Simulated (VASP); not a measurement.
Write the native input for VASP 6.6.1 that does the following.

| Item | Value |
| --- | --- |
| Task | single point |
| Functional | PBEsol |
| Dispersion | D3(BJ) |
| Potentials or basis | VASP PAW PBE potentials, release 64 (C) |
| Cutoff | 520 eV |
| k mesh | 21 × 21 × 8 |
| Occupations | gaussian, width 0.15 eV |
| Spin | no spin polarisation |
| Dipole correction | no |
| Further INCAR settings | ALGO = Normal; EDIFF = 1e-06; NBANDS = 16 |

The structure of C lies in POSCAR:

```
C
1.0
    2.5526230703      0.0000000000      0.0000000000
   -1.2763115352      2.2106364252      0.0000000000
    0.0000000000      0.0000000000      6.8333397395
C
4
Direct
    0.0000000000      0.0000000000      0.0025000000
    0.0000000000      0.0000000000      0.5025000000
    0.3333333333      0.6666666667      0.0025000000
    0.6666666667      0.3333333333      0.5025000000
```

The input as run:

INCAR

```
PREC = Accurate
ENCUT = 520
EDIFF = 1E-6
ISMEAR = 0
SIGMA = 0.15
LREAL = F
LASPH = T
NELM = 60
ALGO = Normal
ISIF = 2
LWAVE = F
LCHARG = F
GGA = PS
IVDW = 12
NBANDS = 16
```

KPOINTS

```
regular mesh
0
Gamma
  21 21 8
```

Potentials or basis: VASP PAW PBE potentials, release 64 (C).

Command:

```console
$ cat potpaw_PBE.64/C/POTCAR > POTCAR
$ mpirun -np 1 vasp_std > vasp.out
```

It gave:

| Property | Result |
| --- | --- |
| Pressure | -26.9 GPa |
| Band gap on the k mesh | zero (bands 8 and 9 overlap by 0.03 eV) |
| Dispersion energy per atom | -0.105 eV |

Caveat: the cell stands under tension; the PAW data sets were made with another functional, which shifts forces and pressure a little.

Run time: 2.7 min on 1 thread of Intel Xeon 8259CL, with other jobs on the host, peak memory 0.24 GiB.
